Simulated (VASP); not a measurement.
A run of VASP 6.6.1 is set up as follows.

Contents of INCAR:

```
ALGO = Normal
EDIFF = 1E-6
EDIFFG = -0.08
ENCUT = 520
GGA = PE
IBRION = 2
ISIF = 2
ISMEAR = -1
LASPH = T
LCHARG = F
LREAL = Auto
LWAVE = F
NELM = 80
NSW = 45
PREC = Accurate
SIGMA = 0.05
```

Contents of KPOINTS:

```
k-points
0
Gamma
  2 2 2
```

The input POSCAR:

```
TiSi16
1.0
    0.0000000000      5.4300000000      5.4300000000
    5.4300000000      0.0000000000      5.4300000000
    5.4300000000      5.4300000000      0.0000000000
Si Ti
16 1
Direct
    0.0000000000      0.0000000000      0.0000000000
    0.1250000000      0.1250000000      0.1250000000
    0.0000000000      0.0000000000      0.5000000000
    0.1250000000      0.1250000000      0.6250000000
    0.0000000000      0.5000000000      0.0000000000
    0.1250000000      0.6250000000      0.1250000000
    0.0000000000      0.5000000000      0.5000000000
    0.1250000000      0.6250000000      0.6250000000
    0.5000000000      0.0000000000      0.0000000000
    0.6250000000      0.1250000000      0.1250000000
    0.5000000000      0.0000000000      0.5000000000
    0.6250000000      0.1250000000      0.6250000000
    0.5000000000      0.5000000000      0.0000000000
    0.6250000000      0.6250000000      0.1250000000
    0.5000000000      0.5000000000      0.5000000000
    0.6250000000      0.6250000000      0.6250000000
    0.2527949000      0.2449489000      0.2530873000
```

Potentials or basis: VASP PAW PBE potentials, release 64 (Si, Ti_sv).

The run is started by

```bash
$ cat potpaw_PBE.64/Si/POTCAR potpaw_PBE.64/Ti_sv/POTCAR > POTCAR
$ mpirun -np 1 vasp_std > vasp.out
```

Task: What does it give for the energy gained by relaxing?

Result: 21.5 meV/atom.

Task: What does it give for the band gap on the k mesh?

Result: Zero (bands 38 and 39 overlap by 0.43 eV).

Final structure:
```cif
data_structure
_symmetry_space_group_name_H-M 'P 1'
_symmetry_Int_Tables_number 1
_cell_length_a 7.6792
_cell_length_b 7.6792
_cell_length_c 7.6792
_cell_angle_alpha 60.000
_cell_angle_beta 60.000
_cell_angle_gamma 60.000
_cell_volume 320.21
loop_
_atom_site_label
_atom_site_type_symbol
_atom_site_fract_x
_atom_site_fract_y
_atom_site_fract_z
_atom_site_occupancy
Si1 Si 0.00053 0.99905 0.00058 1
Si2 Si 0.12115 0.12097 0.12116 1
Si3 Si 0.99650 0.99637 0.50371 1
Si4 Si 0.12098 0.12081 0.63731 1
Si5 Si 0.99663 0.50321 0.99664 1
Si6 Si 0.12136 0.63602 0.12137 1
Si7 Si 0.99657 0.50315 0.50377 1
Si8 Si 0.12936 0.62336 0.62373 1
Si9 Si 0.50370 0.99637 0.99651 1
Si10 Si 0.63727 0.12082 0.12100 1
Si11 Si 0.50365 0.99631 0.50367 1
Si12 Si 0.62358 0.12943 0.62359 1
Si13 Si 0.50375 0.50316 0.99659 1
Si14 Si 0.62372 0.62337 0.12936 1
Si15 Si 0.49998 0.50004 0.49998 1
Si16 Si 0.62365 0.62329 0.62367 1
Ti1 Ti 0.25043 0.24923 0.25044 1
```

Caveat: the k points lie up to 0.50 Å⁻¹ apart.
